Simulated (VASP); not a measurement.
Write the native input for VASP 6.6.1 that does the following.

- Task: single point
- Functional: PBE
- Dispersion: D3(BJ)
- Potentials or basis: VASP PAW PBE potentials, release 64 (C, N, H)
- Cutoff: 520 eV
- k mesh: 1 × 1 × 1
- Occupations: gaussian, width 0.005 eV
- Spin: no spin polarisation
- Dipole correction: no
- Further INCAR settings: ALGO = Normal; EDIFF = 1e-06; NBANDS = 16; ISYM = 0

The structure of CNH5 lies in POSCAR:

```
H5CN
1.0
   14.0000000000      0.0000000000      0.0000000000
    0.0000000000     14.5000000000      0.0000000000
    0.0000000000      0.0000000000     15.0000000000
C N H
1 1 5
Direct
    0.4510515251      0.5042436708      0.4836884280
    0.5525820116      0.4898908813      0.4639460683
    0.4083393940      0.4550029106      0.4449012684
    0.4301409239      0.5736678831      0.4619096564
    0.4307127046      0.4968534356      0.5545551046
    0.5732614990      0.4255564475      0.4836670294
    0.5934213180      0.5350840650      0.4995538466
```

One way to write it, as run:

INCAR

```
SYSTEM = H5CN
ALGO = Normal
EDIFF = 1E-6
ENCUT = 520
GGA = PE
ISIF = 2
ISMEAR = 0
ISYM = 0
IVDW = 12
LASPH = .TRUE.
LCHARG = .FALSE.
LREAL = .FALSE.
LWAVE = .FALSE.
NBANDS = 16
NELM = 80
PREC = Accurate
SIGMA = 0.005
```

KPOINTS

```
k-points
0
G
  1 1 1
  0 0 0
```

Potentials or basis: VASP PAW PBE potentials, release 64 (C, N, H).

Command:

```console
$ cat potpaw_PBE.64/C/POTCAR potpaw_PBE.64/N/POTCAR potpaw_PBE.64/H/POTCAR > POTCAR
$ mpirun -np 1 vasp_gam > vasp.out
```

Results of the run:

```json
{
 "Largest force": "0.061 eV/Å",
 "Gap between the frontier levels": "4.77 eV",
 "Dispersion energy per atom": "-0.010 eV"
}
```

It took 4.7 min on 1 thread of Intel Xeon 6975P-C, on a shared host, peak memory 1.9 GiB.
